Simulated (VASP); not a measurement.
# Ir (Fm-3m) in VASP: further runs

Runs on Ir. Level: r2SCAN. Tasks: relaxation of cell and atoms.

All numbers are computed with VASP 6.6.1; they aren't measurements. Logs are shortened: lines on timing, memory, paths and dates and some standing lists are left out, and cuts for length are marked.

## (1) The cell of the first run

Symmetry: Fm-3m, No. 225, cubic system. Conventional cell: a = 3.845 Å, b = 3.845 Å, c = 3.845 Å, α = 90.00°, β = 90.00°, γ = 90.00°. Ir (site symmetry m-3m) has 12 Ir at 2.72 Å within 3.6 Å.

## (2) Relaxation of cell and atoms, r2SCAN

Input file POSCAR:

```
Ir
1.0
    0.0000000000      1.9224763541      1.9224763541
    1.9224763541      0.0000000000      1.9224763541
    1.9224763541      1.9224763541      0.0000000000
Ir
1
Direct
    0.0000000000      0.0000000000      0.0000000000
```

Input file INCAR.step1:

```
SYSTEM = Ir
ALGO     = Normal         ! electronic algorithm
EDIFF    = 1E-4           ! SCF threshold, eV
ENCUT    = 600            ! plane-wave cutoff, eV
GGA      = PE             ! functional
ISMEAR   = -1             ! smearing method
LASPH    = .TRUE.         ! aspherical terms in the spheres
LCHARG   = .FALSE.        ! write CHGCAR
LREAL    = .FALSE.        ! projectors in reciprocal space
LWAVE    = .TRUE.         ! write WAVECAR
NELM     = 100            ! most SCF steps
PREC     = Accurate       ! precision mode
SIGMA    = 0.15           ! smearing width, eV
```

Input file INCAR.step2:

```
SYSTEM = Ir
ALGO     = Normal         ! electronic algorithm
EDIFF    = 1E-7           ! SCF threshold, eV
EDIFFG   = -0.001         ! ionic threshold
ENCUT    = 600            ! plane-wave cutoff, eV
IBRION   = 2              ! ionic algorithm
ISIF     = 3              ! what is computed and relaxed
ISMEAR   = -1             ! smearing method
ISTART   = 1            
LASPH    = .TRUE.         ! aspherical terms in the spheres
LCHARG   = .FALSE.        ! write CHGCAR
LMIXTAU  = .TRUE.       
LREAL    = .FALSE.        ! projectors in reciprocal space
LWAVE    = .FALSE.        ! write WAVECAR
METAGGA  = R2SCAN         ! meta-GGA
NELM     = 100            ! most SCF steps
NSW      = 80             ! ionic steps
PREC     = Accurate       ! precision mode
SIGMA    = 0.15           ! smearing width, eV
```

Input file KPOINTS:

```
k-points
0
G
  24 24 24
  0 0 0
```

Potentials or basis: VASP PAW PBE potentials, release 64 (Ir).

Command:

```
$ cat potpaw_PBE.64/Ir/POTCAR > POTCAR
$ cp INCAR.step1 INCAR
$ mpirun -np 1 vasp_std > vasp.out
$ cp INCAR.step2 INCAR
$ mpirun -np 1 vasp_std > vasp.out
```

OUTCAR:

```text
SYSTEM = Ir
   EDIFF = 1E-7
   EDIFFG = -0.001
   ENCUT = 600
   IBRION = 2
   ISIF = 3
   ISMEAR = -1
   ISTART = 1
   LASPH = .TRUE.
   LREAL = .FALSE.
   METAGGA = R2SCAN
   NELM = 100
   NSW = 80
   PREC = Accurate

 ion  position               nearest neighbor table
   1  0.000  0.000  0.000-

  LATTYP: Found a face centered cubic cell.
 ALAT       =     3.8449527082

  Lattice vectors:

 A1 = (   0.0000000000,   1.9224763541,   1.9224763541)
 A2 = (   1.9224763541,   0.0000000000,   1.9224763541)
 A3 = (   1.9224763541,   1.9224763541,   0.0000000000)

Analysis of symmetry for initial positions (statically):
=====================================================================
 Subroutine PRICEL returns:
 Original cell was already a primitive cell.

 Routine SETGRP: Setting up the symmetry group for a
 face centered cubic supercell.

 Subroutine GETGRP returns: Found 48 space group operations
 (whereof 48 operations were pure point group operations)
 out of a pool of 48 trial point group operations.

The static configuration has the point symmetry O_h .

Analysis of symmetry for dynamics (positions and initial velocities):
=====================================================================
 Subroutine PRICEL returns:
 Original cell was already a primitive cell.

 Routine SETGRP: Setting up the symmetry group for a
 face centered cubic supercell.

 Subroutine GETGRP returns: Found 48 space group operations
 (whereof 48 operations were pure point group operations)
 out of a pool of 48 trial point group operations.

The dynamic configuration has the point symmetry O_h .

 Subroutine INISYM returns: Found 48 space group operations
 (whereof 48 operations are pure point group operations),
 and found     1 'primitive' translations

----------------------------------------------------------------------------------------

                                     Primitive cell

  volume of cell :      14.2106

  direct lattice vectors                    reciprocal lattice vectors
     0.000000000  1.922476354  1.922476354    -0.260081222  0.260081222  0.260081222
     1.922476354  0.000000000  1.922476354     0.260081222 -0.260081222  0.260081222
     1.922476354  1.922476354  0.000000000     0.260081222  0.260081222 -0.260081222

  length of vectors
     2.718792133  2.718792133  2.718792133     0.450473891  0.450473891  0.450473891

  position of ions in fractional coordinates (direct lattice)
     0.000000000  0.000000000  0.000000000

  ion indices of the primitive-cell ions
   primitive index   ion index
                 1           1

----------------------------------------------------------------------------------------

 KPOINTS: k-points

Automatic generation of k-mesh.
 Grid dimensions read from file:
 generate k-points for:   24   24   24

 Generating k-lattice:

  Cartesian coordinates                     Fractional coordinates (reciprocal lattice)
    -0.010836718  0.010836718  0.010836718     0.041666667  0.000000000  0.000000000
     0.010836718 -0.010836718  0.010836718     0.000000000  0.041666667  0.000000000
     0.010836718  0.010836718 -0.010836718     0.000000000  0.000000000  0.041666667

  Length of vectors
     0.018769745  0.018769745  0.018769745

  Shift w.r.t. Gamma in fractional coordinates (k-lattice)
     0.000000000  0.000000000  0.000000000

 Subroutine IBZKPT returns following result:
 ===========================================

 Found    413 irreducible k-points:

 Following reciprocal coordinates:
            Coordinates               Weight
  0.000000  0.000000  0.000000      1.000000
  0.041667  0.000000  0.000000      8.000000
  0.083333  0.000000  0.000000      8.000000
  0.125000  0.000000  0.000000      8.000000
  0.166667  0.000000  0.000000      8.000000
  0.208333  0.000000  0.000000      8.000000
[... 16 lines left out ...]
  0.416667  0.041667  0.000000     24.000000
  0.458333  0.041667  0.000000     24.000000
 [... further k-points ...]
   k-points           NKPTS =    413   k-points in BZ     NKDIM =    413   number of bands    NBANDS=      8
   number of dos      NEDOS =    301   number of ions     NIONS =      1
   total plane-waves  NPLWV =  13824
   dimension x,y,z NGX =    24 NGY =   24 NGZ =   24
   dimension x,y,z NGXF=    48 NGYF=   48 NGZF=   48
   ions per type =               1
   NGX,Y,Z   is equivalent  to a cutoff of  14.68, 14.68, 14.68 a.u.
   NGXF,Y,Z  is equivalent  to a cutoff of  29.35, 29.35, 29.35 a.u.
 SYSTEM =  Ir
   PREC   = accura    normal or accurate (medium, high low for compatibility)
   ISTART =      1    job   : 0-new  1-cont  2-samecut
   ICHARG =      0    charge: 1-file 2-atom 10-const
   ISPIN  =      1    spin polarized calculation?
   LNONCOLLINEAR =      F non collinear calculations
   LSORBIT =      F    spin-orbit coupling
   LASPH  =      T    aspherical Exc in radial PAW
   ENCUT  =  600.0 eV  44.10 Ry    6.64 a.u.   5.43  5.43  5.43*2*pi/ulx,y,z
   NELM   =    100;   NELMIN=  2; NELMDL=  0     # of ELM steps
   EDIFF  = 0.1E-06   stopping-criterion for ELM
   LREAL  =      F    real-space projection
   EDIFFG = -.1E-02   stopping-criterion for IOM
   NSW    =     80    number of steps for IOM
   IBRION =      2    ionic relax: 0-MD 1-quasi-New 2-CG
   NFREE  =      1    steps in history (QN), initial steepest desc. (CG)
   ISIF   =      3    stress and relaxation
   ISYM   =      2    0-nonsym 1-usesym 2-fastsym
   POTIM  = 0.5000    time-step for ionic-motion
   TEBEG  =    0.0;   TEEND  =   0.0 temperature during run
   PSTRESS=    0.0 pullay stress
   NELECT =       9.0000    total number of electrons
   NUPDOWN=      -1.0000    fix difference up-down
   EMIN   =  10.00;   EMAX   =-10.00  energy-range for DOS
   EFERMI =   0.00;   METHOD = LEGACY
   ISMEAR =    -1;   SIGMA  =   0.15  broadening in eV -4-tet -1-fermi 0-gaus
   EFERMI_NEDOS =   21; number of points for ismear=-14 and -15
   IALGO  =     38    algorithm
   IMIX   =      4    mixing-type and parameters
     AMIX     =   0.40;   BMIX     =  1.00
     AMIX_MAG =   1.60;   BMIX_MAG =  1.00
  volume/ion in A,a.u.               =      14.21        95.90
  Fermi-wavevector in a.u.,A,eV,Ry     =   1.405890  2.656747 26.892277  1.976527
  Thomas-Fermi vector in A             =   2.528306
   LORBIT       =      0    0 simple, 1 ext, 2 COOP (PROOUT), +10 PAW based schemes
   METAGGA = R2SCAN    functional components
   LHFCALC =     F    Hartree Fock is set to
   AEXX    =    0.0000 exact exchange contribution
   IVDW    =     0    specifies the selected vdW correction
   LEPSILON=     F    determine dielectric tensor
   LRPA    =     F    only Hartree local field effects (RPA)
 conjugate gradient relaxation of ions
 non-spin polarized calculation
  energy-cutoff  :      600.00
  volume of cell :       14.21
 maximum number of plane-waves:       495
 NGX is ok and might be reduce to    24
   NGX = 11   NGY = 11   NGZ = 11

--------------------------------------- Ionic step        1  -------------------------------------------

 number of electron       9.0000000 magnetization

 Free energy of the ion-electron system (eV)
  ---------------------------------------------------
  ext. energy  EPLUGINS =         0.00000000
  ---------------------------------------------------
  free energy    TOTEN  =       -52.39870071 eV

  energy without entropy =      -52.33144330  energy(sigma->0) =      -52.36507201

 E-fermi :  10.0834     XC(G=0): -15.2966

 val. band max:       10.0816541381   @ k =   0.2917   0.2917   0.0000
 cond. band min:      10.0982867994   @ k =   0.4583   0.2083   0.0833
 fundamental gap:      0.0166326613
 Fermi energy:        10.0834053567

 k-point     1 :       0.0000    0.0000    0.0000
  band No.  band energies     occupation
      1      -1.3802      2.00000
      2       6.1294      2.00000
      3       6.1294      2.00000
      4       6.1294      2.00000
      5       8.8225      1.99955
      6       8.8225      1.99955
      7      25.2101      0.00000
      8      31.0471      0.00000
[... 243 lines left out ...]
 k-point    24 :       0.4583    0.0417    0.0000
  band No.  band energies     occupation
      1       1.8081      2.00000
      2       5.9469      2.00000
      3       6.0878      2.00000
      4       8.5590      1.99992
      5      10.9739      0.00527
      6      11.1139      0.00207
      7      18.3951      0.00000
      8      25.1445      0.00000

 [... further k-points ...]

------------------------ aborting loop because EDIFF is reached ----------------------------------------

  FORCE on cell =-STRESS in cart. coord.  units (eV):
  Direction    XX          YY          ZZ          XY          YZ          ZX
  --------------------------------------------------------------------------------------
  -------------------------------------------------------------------------------------
  Total        0.2605450      0.2605450      0.2605450      0.0000000     -0.0000000     -0.0000000
  in kB       29.3751647     29.3751647     29.3751647      0.0000000     -0.0000000     -0.0000000
  external PRESSURE =      29.3751647 kB  Pullay stress =       0.0000000 kB
[... 86 lines left out ...]
  FREE ENERGIE OF THE ION-ELECTRON SYSTEM (eV)
  ---------------------------------------------------
  free  energy   TOTEN  =       -52.3996825426 eV

  energy  without entropy=      -52.3314872545  energy(sigma->0) =      -52.36558490

[... ionic steps 4 to 13 ...]

--------------------------------------- Ionic step       14  -------------------------------------------

 number of electron       9.0000000 magnetization

------------------------ aborting loop because EDIFF is reached ----------------------------------------

  FORCE on cell =-STRESS in cart. coord.  units (eV):
  Direction    XX          YY          ZZ          XY          YZ          ZX
  --------------------------------------------------------------------------------------
  -------------------------------------------------------------------------------------
  Total       -0.0015073     -0.0015073     -0.0015073     -0.0000000      0.0000000      0.0000000
  in kB       -0.1686320     -0.1686320     -0.1686320     -0.0000000      0.0000000      0.0000000
  external PRESSURE =      -0.1686320 kB  Pullay stress =       0.0000000 kB
[... 55 lines left out ...]
  energy  without entropy=      -52.3314886158  energy(sigma->0) =      -52.36558562

--------------------------------------- Ionic step       16  -------------------------------------------

 number of electron       9.0000000 magnetization

 Free energy of the ion-electron system (eV)
  ---------------------------------------------------
  ext. energy  EPLUGINS =         0.00000000
  ---------------------------------------------------
  free energy    TOTEN  =       -52.39968268 eV

  energy without entropy =      -52.33149076  energy(sigma->0) =      -52.36558672

 E-fermi :   9.9496     XC(G=0): -15.2433

 val. band max:        9.9460979815   @ k =   0.2917   0.2917   0.0000
 cond. band min:       9.9652664050   @ k =   0.3333   0.0833   0.0000
 fundamental gap:      0.0191684235
 Fermi energy:         9.9495860072

 k-point     1 :       0.0000    0.0000    0.0000
  band No.  band energies     occupation
      1      -1.4280      2.00000
      2       6.0433      2.00000
      3       6.0433      2.00000
      4       6.0433      2.00000
      5       8.7023      1.99951
      6       8.7023      1.99951
      7      25.0930      0.00000
      8      30.8821      0.00000
[... 243 lines left out ...]
 k-point    24 :       0.4583    0.0417    0.0000
  band No.  band energies     occupation
      1       1.7575      2.00000
      2       5.8637      2.00000
      3       6.0028      2.00000
      4       8.4488      1.99991
      5      10.8278      0.00572
      6      10.9698      0.00222
      7      18.1830      0.00000
      8      25.0218      0.00000

 [... further k-points ...]

------------------------ aborting loop because EDIFF is reached ----------------------------------------

  FORCE on cell =-STRESS in cart. coord.  units (eV):
  Direction    XX          YY          ZZ          XY          YZ          ZX
  --------------------------------------------------------------------------------------
  -------------------------------------------------------------------------------------
  Total       -0.0004172     -0.0004172     -0.0004172      0.0000000      0.0000000      0.0000000
  in kB       -0.0466754     -0.0466754     -0.0466754      0.0000000      0.0000000      0.0000000
  external PRESSURE =      -0.0466754 kB  Pullay stress =       0.0000000 kB
[... 16 lines left out ...]
  FREE ENERGIE OF THE ION-ELECTRON SYSTEM (eV)
  ---------------------------------------------------
  free  energy   TOTEN  =       -52.3996826784 eV

  energy  without entropy=      -52.3314907565  energy(sigma->0) =      -52.36558672

 reached required accuracy - stopping structural energy minimisation
```

It took 12 min on 1 thread of Intel Xeon Platinum 8488C (Sapphire Rapids), shared host; peak memory 0.22 GiB.

Results:

```
Free energy                           : -52.3997 eV
Relaxed volume                        : 14.32 Å³/atom
Relaxed cell                          : a = 2.726 Å, b = 2.726 Å, c = 2.726 Å, α = 60.00°, β = 60.00°, γ = 60.00°
Space group after relaxing (to 0.1 Å) : Fm-3m (No. 225)
Energy gained by relaxing             : 1.0 meV/atom
Ionic steps                           : 16
Pressure after relaxing               : 0.0 GPa
Band gap on the k mesh                : zero (an odd number of electrons rules out a gap without spin polarisation)
```

Step by step:
```
step  energy change (eV)  largest force (eV/Å)  pressure (GPa)  volume (Å³)
   1              0.0000                0.0000            2.94        14.21
   2              0.0134                0.0000          -10.30        14.75
   3             -0.0010                0.0000           -0.01        14.32
   4             -0.0010                0.0000            0.05        14.32
   5             -0.0010                0.0000            0.05        14.32
   6             -0.0010                0.0000            0.04        14.32
   7             -0.0010                0.0000            0.03        14.32
   8             -0.0010                0.0000            0.03        14.32
   9             -0.0010                0.0000            0.03        14.32
  10             -0.0010                0.0000            0.03        14.32
  11             -0.0010                0.0000            0.03        14.32
  12             -0.0010                0.0000            0.03        14.32
  13             -0.0010                0.0000            0.02        14.32
  14             -0.0010                0.0000           -0.02        14.32
  15             -0.0010                0.0000           -0.02        14.32
  16             -0.0010                0.0000            0.00        14.32
```

Final structure:
```
CELL_PARAMETERS angstrom
0.00000 1.92742 1.92742
1.92742 0.00000 1.92742
1.92742 1.92742 0.00000
ATOMIC_POSITIONS crystal
Ir 0.00000 0.00000 0.00000
```

Caveat: the PAW data sets were made with another functional, which shifts forces and pressure a little; spin-orbit coupling is left out, which moves the levels of the heavy elements.

## (3) Relaxation of cell and atoms, r2SCAN

This run uses another cell than the first one, of 14.31 Å³/atom.

Input file POSCAR:

```
Ir
1.0
    0.0000000000      1.9269646700      1.9269646700
    1.9269646700      0.0000000000      1.9269646700
    1.9269646700      1.9269646700      0.0000000000
Ir
1
Direct
    0.0000000000      0.0000000000      0.0000000000
```

Input file INCAR.step1:

```
  PREC = Accurate
  ENCUT = 600
  ISMEAR = 0
  SIGMA = 0.1
  LREAL = False
  LASPH = True
  NELM = 80
  GGA = PE
  ALGO = Normal
  EDIFF = 1E-4
  LWAVE = True
  LCHARG = False
```

Input file INCAR.step2:

```
  PREC = Accurate
  ENCUT = 600
  EDIFF = 1E-6
  ISMEAR = 0
  SIGMA = 0.1
  LREAL = False
  LASPH = True
  NELM = 80
  ALGO = Normal
  ISIF = 3
  LWAVE = False
  LCHARG = False
  METAGGA = R2SCAN
  LMIXTAU = True
  IBRION = 2
  NSW = 100
  EDIFFG = -0.002
  ISTART = 1
```

Input file KPOINTS:

```
Automatic mesh
0
Gamma
  24 24 24
```

Potentials or basis: VASP PAW PBE potentials, release 64 (Ir).

Command:

```
$ cat potpaw_PBE.64/Ir/POTCAR > POTCAR
$ cp INCAR.step1 INCAR
$ mpirun -np 1 vasp_std > vasp.out
$ cp INCAR.step2 INCAR
$ mpirun -np 1 vasp_std > vasp.out
```

It took 6.4 min on 1 thread of Intel Xeon Platinum 8488C (Sapphire Rapids), shared host; peak memory 0.21 GiB.

Results (log left out):

| Quantity | Value |
| --- | --- |
| Free energy | -52.3683 eV |
| Relaxed volume | 14.30 Å³/atom |
| Relaxed cell | a = 2.724 Å, b = 2.724 Å, c = 2.724 Å, α = 60.00°, β = 60.00°, γ = 60.00° |
| Space group after relaxing (to 0.1 Å) | Fm-3m (No. 225) |
| Energy gained by relaxing | 0.0 meV/atom |
| Ionic steps | 8 |
| Pressure after relaxing | 0.0 GPa |
| Band gap on the k mesh | zero (an odd number of electrons rules out a gap without spin polarisation) |

Final structure:
```
CELL_PARAMETERS angstrom
0.00000 1.92639 1.92639
1.92639 0.00000 1.92639
1.92639 1.92639 0.00000
ATOMIC_POSITIONS crystal
Ir 0.00000 0.00000 0.00000
```

Levels at points of the mesh, in eV from the Fermi level:
| k point | band 1 | band 2 | band 3 | band 4 | band 5 | band 6 | band 7 | band 8 |
| --- | --- | --- | --- | --- | --- | --- | --- | --- |
| (0.00, 0.00, 0.00) | -11.42 | -3.94 | -3.94 | -3.94 | -1.28 | -1.28 | 15.11 | 20.91 |
| (0.50, 0.00, 0.00) | -8.31 | -4.10 | -4.10 | -0.68 | 0.91 | 0.91 | 7.54 | 14.74 |
| (0.50, 0.50, 0.00) | -8.09 | -7.52 | 0.81 | 1.53 | 1.53 | 1.77 | 10.91 | 12.27 |

Caveat: the PAW data sets were made with another functional, which shifts forces and pressure a little; spin-orbit coupling is left out, which moves the levels of the heavy elements.
